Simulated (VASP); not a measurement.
The system is Be.

```
CELL_PARAMETERS angstrom
2.29000 0.00000 0.00000
-1.14500 1.98320 0.00000
0.00000 0.00000 3.58843
ATOMIC_POSITIONS crystal
Be 0.00000 0.00000 0.00000
Be 0.33333 0.66667 0.50000
```

| Quantity | Value |
| --- | --- |
| Program | VASP 6.6.1 |
| Task | relaxation of cell and atoms |
| Functional | LDA |
| Potentials or basis | VASP PAW LDA potentials, release 64 (Be) |
| Cutoff | 600 eV |
| k mesh | 27 × 27 × 15 |
| Occupations | methfessel-paxton, width 0.1 eV |
| Spin | no spin polarisation |

At the start: pressure -8.4 GPa; volume 8.15 Å³/atom.

Task: How do energy, volume and symmetry change on relaxing?

Result: Over 7 steps the energy falls by 15.9 meV/atom and the volume is 7.58 Å³/atom (-7.0 %); space group P6_3/mmc (No. 194, to 0.1 Å) before and after.

Step by step:
| step | energy change (eV) | largest force (eV/Å) | pressure (GPa) | volume (Å³) |
| --- | --- | --- | --- | --- |
| 1 | 0.0000 | 0.0000 | -8.41 | 16.30 |
| 2 | -0.0309 | 0.0000 | -1.27 | 15.31 |
| 3 | -0.0315 | 0.0000 | -0.03 | 15.16 |
| 4 | -0.0315 | 0.0000 | 0.17 | 15.14 |
| 5 | -0.0317 | 0.0000 | 0.16 | 15.14 |
| 6 | -0.0317 | 0.0000 | 0.16 | 15.14 |
| 7 | -0.0317 | 0.0000 | 0.01 | 15.15 |

Final structure:
```
Be
1.0
     2.23155    0.00000    0.00000
    -1.11577    1.93258    0.00000
     0.00000    0.00000    3.51355
Be
2
Direct
  0.00000 0.00000 0.00000
  0.33333 0.66667 0.50000
```
